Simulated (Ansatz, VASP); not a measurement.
SiSb2Cl2 in VASP and in Ansatz

Contents of INCAR:

```
SYSTEM = SiSb2Cl2
PREC = Accurate
ENCUT = 600
EDIFF = 1E-6
ISMEAR = 0
SIGMA = 0.1
LREAL = .FALSE.
LASPH = .TRUE.
NELM = 60
ALGO = Normal
ISIF = 3
LWAVE = .FALSE.
LCHARG = .FALSE.
GGA = PE
IBRION = 2
NSW = 90
EDIFFG = -0.04
```

File KPOINTS:

```
Automatic mesh
0
G
  6 6 6
  0 0 0
```

POSCAR

```
SiSb2Cl2
1.0
   -2.2525198446      2.2525198446      5.9100768200
    2.2525198446     -2.2525198446      5.9100768200
    2.2525198446      2.2525198446     -5.9100768200
Si Sb Cl
1 2 2
Direct
    0.0000000000      0.0000000000      0.0000000000
    0.2500000000      0.7500000000      0.5000000000
    0.7500000000      0.2500000000      0.5000000000
    0.6260000000      0.6260000000      0.0000000000
    0.3740000000      0.3740000000      0.0000000000
```

Input for Ansatz:

```yaml
crystal:
  lattice:
    - [-2.2525198446, 2.2525198446, 5.91007682]
    - [2.2525198446, -2.2525198446, 5.91007682]
    - [2.2525198446, 2.2525198446, -5.91007682]
  atoms:
    - { symbol: Si, position: [0.0, 0.0, 0.0] }
    - { symbol: Sb, position: [0.25, 0.75, 0.5] }
    - { symbol: Sb, position: [0.75, 0.25, 0.5] }
    - { symbol: Cl, position: [0.626, 0.626, 0.0] }
    - { symbol: Cl, position: [0.374, 0.374, 0.0] }
basis:
  ecutwfc: 420
kpoints:
  mp_grid: { grid: [6, 6, 6] }
hamiltonian:
  xc: pbe
scf:
  occupations: { method: gaussian, width: 0.1 }
  lower_state_search: "off"
output:
  forces: true
  stress: true
  eigenvalues: true
relax:
  adjacent_minimum: "off"
  f_tol: 0.04
  max_steps: 70
  cell: { stress_tol: 0.4 }
```

Alike in both runs: task relaxation of cell and atoms; functional PBE; k mesh 6 × 6 × 6; occupations gaussian, width 0.1 eV; no spin polarisation.

|  | VASP | Ansatz |
| --- | --- | --- |
| version | VASP 6.6.1 | Ansatz 0.2.0 |
| potentials or method | VASP PAW PBE potentials, release 64 (Si, Sb, Cl), cutoff 600 eV | scalar-relativistic, plane waves, PAW |
| valence electrons in the cell | 28 | 48 |

Ansatz gave:

```
gap on the k mesh at the Fermi level, each at its own relaxed structure (eV) : none
relaxed volume (Å³/atom)                                                     : 33.16
relaxed cell length with the largest relative difference (Å)                 : 11.108
```

Question: Estimate VASP's values.

Answer: gap on the k mesh at the Fermi level, each at its own relaxed structure (eV): none; relaxed volume (Å³/atom): 31.13; relaxed cell length with the largest relative difference (Å): 10.432.

A gap of «none» marks a metal or a gap that the smearing closes. One of these differences is far larger than is usual between the two programs; its cause wasn't traced. VASP's potentials hold 28 valence electrons a cell and Ansatz's 48, so a difference there can come from the potentials and not from the codes.

Neither program's run includes spin-orbit coupling. Noted on VASP's run: the volume moved by over 15 % at a fixed basis, so the end points are rough.
